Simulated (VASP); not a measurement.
Mo: single point with PBE

Crystal: Mo.

```
CELL_PARAMETERS angstrom
0.00000 2.66443 2.66443
2.66443 0.00000 2.66443
2.66443 2.66443 0.00000
ATOMIC_POSITIONS crystal
Mo 0.87500 0.87500 0.87500
Mo 0.12500 0.12500 0.12500
```

- Program: VASP 6.6.1
- Task: single point
- Functional: PBE
- Potentials or basis: VASP PAW PBE potentials, release 64 (Mo_sv)
- Cutoff: 520 eV
- k mesh: 13 × 13 × 13
- Occupations: fermi-dirac, width 0.05 eV
- Spin: no spin polarisation

```
Pressure               : 32.2 GPa
Band gap on the k mesh : zero (band 14 reaches 9.66 eV, above the bottom of band 15 at 9.11 eV)
```

Levels at points of the mesh, in eV from the Fermi level:
```csv
k point,band 12,band 13,band 14,band 15,band 16,band 17
"(0.00, 0.00, 0.00)",-1.68,-1.68,-1.68,1.53,1.53,1.53
```

It took 28 s on 1 thread of Intel(R) Xeon(R) Platinum 8488C (Sapphire Rapids), on a shared host, peak memory 0.18 GiB.
